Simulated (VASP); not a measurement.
# SiC (P6_3mc) in VASP: single point with SVWN5

Aim: the single point of SiC with SVWN5.

Program: VASP 6.6.1. These are calculated values, not measurements. Logs are shortened: lines on timing, memory, paths and dates and some standing lists are left out, and cuts for length are marked.

## 1. The cell of the first run

Symmetry: P6_3mc, No. 186, hexagonal system. Conventional cell: a = 3.116 Å, b = 3.116 Å, c = 10.203 Å, α = 90.00°, β = 90.00°, γ = 120.00°. Si (site symmetry 3m) has 4 C at 1.91 Å within 2.5 Å. Within 2.5 Å of Si (site symmetry 3m) lie 4 C at 1.91 to 1.92 Å. C (site symmetry 3m) has 4 Si at 1.91 Å within 2.5 Å. C (site symmetry 3m) has 4 Si at 1.91 to 1.92 Å within 2.5 Å.

## 2. Single point, SVWN5

INCAR reads:

```
PREC     = Accurate       # precision mode
ENCUT    = 1300           # plane-wave cutoff, eV
EDIFF    = 1E-6           # SCF threshold, eV
ISMEAR   = -1             # smearing method
SIGMA    = 0.05           # smearing width, eV
LREAL    = F              # projectors in reciprocal space
LASPH    = T              # aspherical terms in the spheres
NELM     = 120            # most SCF steps
ALGO     = Normal         # electronic algorithm
ISIF     = 2              # what is computed and relaxed
LWAVE    = F              # write WAVECAR
LCHARG   = F              # write CHGCAR
GGA      = VW             # functional
NBANDS   = 26             # bands
GGA_COMPAT= F
```

KPOINTS reads:

```
regular mesh
0
Gamma
  10 10 3
```

POSCAR reads:

```
SiC
1.0
    3.1161684510      0.0000000000      0.0000000000
   -1.5580842255      2.6986810411      0.0000000000
    0.0000000000      0.0000000000     10.2031701838
Si C
4 4
Direct
    0.0000000000      0.0000000000      0.1878943800
    0.0000000000      0.0000000000      0.6878943800
    0.3333333333      0.6666666667      0.4378419800
    0.6666666667      0.3333333333      0.9378419800
    0.0000000000      0.0000000000      0.0004600500
    0.0000000000      0.0000000000      0.5004600500
    0.3333333333      0.6666666667      0.2498025900
    0.6666666667      0.3333333333      0.7498025900
```

Potentials or basis: VASP PAW PBE potentials, release 64 (Si, C_h).

Launch:

```console
$ cat potpaw_PBE.64/Si/POTCAR potpaw_PBE.64/C_h/POTCAR > POTCAR
$ mpirun -np 1 vasp_std > vasp.out
```

OUTCAR:

```text
PREC = Accurate
   ENCUT = 1300
   EDIFF = 1E-6
   ISMEAR = -1
   LREAL = F
   LASPH = T
   NELM = 120
   ISIF = 2
   GGA = VW

 ion  position               nearest neighbor table
   1  0.000  0.000  0.188-   7 1.91   7 1.91   7 1.91   5 1.91   3 3.12   3 3.12   3 3.12   4 3.12
                             4 3.12   4 3.12
   2  0.000  0.000  0.688-   8 1.91   8 1.91   8 1.91   6 1.91   4 3.12   4 3.12   4 3.12   3 3.12
                             3 3.12   3 3.12
   3  0.333  0.667  0.438-   6 1.91   6 1.91   6 1.91   7 1.92   1 3.12   1 3.12   1 3.12   2 3.12
                             2 3.12   2 3.12
   4  0.667  0.333  0.938-   5 1.91   5 1.91   5 1.91   8 1.92   2 3.12   2 3.12   2 3.12   1 3.12
                             1 3.12   1 3.12
   5  0.000  0.000  0.000-   4 1.91   4 1.91   4 1.91   1 1.91
   6  0.000  0.000  0.500-   3 1.91   3 1.91   3 1.91   2 1.91
   7  0.333  0.667  0.250-   1 1.91   1 1.91   1 1.91   3 1.92
   8  0.667  0.333  0.750-   2 1.91   2 1.91   2 1.91   4 1.92

  LATTYP: Found a hexagonal cell.
 ALAT       =     3.1161684510
 C/A-ratio  =     3.2742678531

  Lattice vectors:

 A1 = (   3.1161684510,   0.0000000000,   0.0000000000)
 A2 = (  -1.5580842255,   2.6986810411,   0.0000000000)
 A3 = (   0.0000000000,   0.0000000000,  10.2031701838)

Analysis of symmetry for initial positions (statically):
=====================================================================
 Subroutine PRICEL returns:
 Original cell was already a primitive cell.

 Routine SETGRP: Setting up the symmetry group for a
 hexagonal supercell.

 Subroutine GETGRP returns: Found 12 space group operations
 (whereof  6 operations were pure point group operations)
 out of a pool of 24 trial point group operations.

The static configuration has the point symmetry C_3v.
 The point group associated with its full space group is C_6v.

Analysis of symmetry for dynamics (positions and initial velocities):
=====================================================================
 Subroutine PRICEL returns:
 Original cell was already a primitive cell.

 Routine SETGRP: Setting up the symmetry group for a
 hexagonal supercell.

 Subroutine GETGRP returns: Found 12 space group operations
 (whereof  6 operations were pure point group operations)
 out of a pool of 24 trial point group operations.

The dynamic configuration has the point symmetry C_3v.
 The point group associated with its full space group is C_6v.

 Subroutine INISYM returns: Found 12 space group operations
 (whereof  6 operations are pure point group operations),
 and found     1 'primitive' translations

[... 108 lines left out ...]
   EDIFFG = 0.1E-04   stopping-criterion for IOM
   NSW    =      0    number of steps for IOM
   IBRION =     -1    ionic relax: 0-MD 1-quasi-New 2-CG
   NFREE  =      0    steps in history (QN), initial steepest desc. (CG)
   ISIF   =      2    stress and relaxation
   ISYM   =      2    0-nonsym 1-usesym 2-fastsym
   POTIM  = 0.5000    time-step for ionic-motion
   TEBEG  =    0.0;   TEEND  =   0.0 temperature during run
   PSTRESS=    0.0 pullay stress
   NELECT =      32.0000    total number of electrons
   NUPDOWN=      -1.0000    fix difference up-down
   EMIN   =  10.00;   EMAX   =-10.00  energy-range for DOS
   EFERMI =   0.00;   METHOD = LEGACY
   ISMEAR =    -1;   SIGMA  =   0.05  broadening in eV -4-tet -1-fermi 0-gaus
   EFERMI_NEDOS =   21; number of points for ismear=-14 and -15
   IALGO  =     38    algorithm
   IMIX   =      4    mixing-type and parameters
     AMIX     =   0.40;   BMIX     =  1.00
     AMIX_MAG =   1.60;   BMIX_MAG =  1.00
  volume/ion in A,a.u.               =      10.73        72.38
  Fermi-wavevector in a.u.,A,eV,Ry     =   1.178390  2.226834 18.893082  1.388602
  Thomas-Fermi vector in A             =   2.314720
   LORBIT       =      0    0 simple, 1 ext, 2 COOP (PROOUT), +10 PAW based schemes
   GGA     = VW    functional components
   LHFCALC =     F    Hartree Fock is set to
   AEXX    =    0.0000 exact exchange contribution
   IVDW    =     0    specifies the selected vdW correction
   LEPSILON=     F    determine dielectric tensor
   LRPA    =     F    only Hartree local field effects (RPA)
 non-spin polarized calculation
  energy-cutoff  :     1300.00
  volume of cell :       85.80
 maximum number of plane-waves:      9160
 NGX is ok and might be reduce to    40
   NGX = 19   NGY = 19   NGZ = 59

 number of electron      32.0000000 magnetization

 Free energy of the ion-electron system (eV)
  ---------------------------------------------------
  ext. energy  EPLUGINS =         0.00000000
  ---------------------------------------------------
  free energy    TOTEN  =       -66.28725438 eV

  energy without entropy =      -66.28725438  energy(sigma->0) =      -66.28725438

 E-fermi :   8.9434     XC(G=0): -11.4329

 val. band max:        7.8903271857   @ k =   0.0000   0.0000   0.0000
 cond. band min:      10.0558592720   @ k =   0.5000  -0.0000   0.0000
 fundamental gap:      2.1655320863
 Fermi energy:         8.9434439066

 k-point     1 :       0.0000    0.0000    0.0000
  band No.  band energies     occupation
      1      -7.2454      2.00000
      2      -6.0949      2.00000
      3      -6.0632      2.00000
      4      -3.7580      2.00000
      5      -0.5607      2.00000
      6       3.5847      2.00000
[... 685 lines left out ...]
     25      15.5271      0.00000
     26      16.4354      0.00000

 [... further k-points ...]
[... 5 lines left out ...]
  --------------------------------------------------------------------------------------
  -------------------------------------------------------------------------------------
  Total       -5.7443358     -5.7443358     -5.7124452      0.0000000      0.0000000      0.0000000
  in kB     -107.2612329   -107.2612329   -106.6657560      0.0000000      0.0000000      0.0000000
  external PRESSURE =    -107.0627406 kB  Pullay stress =       0.0000000 kB

 VOLUME and BASIS-vectors are now :
 -----------------------------------------------------------------------------
  energy-cutoff  :     1300.00
  volume of cell :       85.80
      direct lattice vectors                 reciprocal lattice vectors
     3.116168451  0.000000000  0.000000000     0.320906914  0.185275693  0.000000000
    -1.558084226  2.698681041  0.000000000     0.000000000  0.370551386  0.000000000
     0.000000000  0.000000000 10.203170184     0.000000000  0.000000000  0.098008754

 POSITION                                       TOTAL-FORCE (eV/Angst)
 -----------------------------------------------------------------------------------
      0.00000      0.00000      1.91712        -0.000000     -0.000000     -0.009510
      0.00000      0.00000      7.01870         0.000000      0.000000     -0.009510
     -0.00000      1.79912      4.46738         0.000000      0.000000      0.015570
      1.55808      0.89956      9.56896        -0.000000      0.000000      0.015570
      0.00000      0.00000      0.00469         0.000000      0.000000     -0.001861
      0.00000      0.00000      5.10628        -0.000000      0.000000     -0.001861
     -0.00000      1.79912      2.54878        -0.000000      0.000000     -0.004198
      1.55808      0.89956      7.65036         0.000000     -0.000000     -0.004198
 -----------------------------------------------------------------------------------
    total drift:                                0.000000      0.000000     -0.000703

  FREE ENERGIE OF THE ION-ELECTRON SYSTEM (eV)
  ---------------------------------------------------
  free  energy   TOTEN  =       -66.2872543796 eV

  energy  without entropy=      -66.2872543796  energy(sigma->0) =      -66.28725438
```

OSZICAR:

```text
N       E                     dE             d eps       ncg     rms          rms(c)
DAV:   1     0.140796179360E+03    0.14080E+03   -0.25256E+04  1456   0.232E+03
DAV:   2    -0.551511469387E+02   -0.19595E+03   -0.17867E+03  1868   0.256E+02
DAV:   3    -0.729791744221E+02   -0.17828E+02   -0.17599E+02  1944   0.714E+01
DAV:   4    -0.734582838361E+02   -0.47911E+00   -0.47769E+00  1936   0.122E+01
DAV:   5    -0.734705107109E+02   -0.12227E-01   -0.12216E-01  1914   0.196E+00    0.155E+01
DAV:   6    -0.665556994732E+02    0.69148E+01   -0.18807E+01  1924   0.190E+01    0.616E+00
DAV:   7    -0.663657327753E+02    0.18997E+00   -0.19819E+00  2020   0.682E+00    0.245E+00
DAV:   8    -0.662971377058E+02    0.68595E-01   -0.10947E-01  1812   0.169E+00    0.858E-01
DAV:   9    -0.662872039512E+02    0.99338E-02   -0.16343E-02  1878   0.699E-01    0.101E-01
DAV:  10    -0.662872546376E+02   -0.50686E-04   -0.14991E-03  1864   0.201E-01    0.675E-02
DAV:  11    -0.662872545142E+02    0.12339E-06   -0.66730E-05  1942   0.490E-02    0.243E-02
DAV:  12    -0.662872543796E+02    0.13460E-06   -0.37527E-06  1818   0.107E-02
   1 F= -.66287254E+02 E0= -.66287254E+02  d E =-.309244E-10
```

Run time: 6.5 min. Hardware: 1 thread of AMD EPYC, shared host; peak memory 0.42 GiB.

Results:

| Item | Value |
| --- | --- |
| Free energy | -66.2873 eV |
| Pressure | -10.7 GPa |
| Largest force | 0.016 eV/Å |
| Band gap on the k mesh | 2.17 eV (least direct gap 3.29 eV) |

Forces on the atoms (eV/Å):
```
Si   0.000  0.000 -0.010
Si   0.000  0.000 -0.010
Si   0.000  0.000  0.016
Si   0.000  0.000  0.016
C    0.000  0.000 -0.002
C    0.000  0.000 -0.002
C    0.000  0.000 -0.004
C    0.000  0.000 -0.004
```

Levels at points of the mesh, in eV from the valence-band top:
```
           k point  band 14  band 15  band 16  band 17  band 18  band 19
(0.00, 0.00, 0.00)    -0.05     0.00     0.00     4.74     5.31     5.90
(0.50, 0.00, 0.00)    -2.19    -1.57    -1.12     2.17     2.26     4.02
```

Caveat: the cell stands under tension; the PAW data sets were made with another functional, which shifts forces and pressure a little.
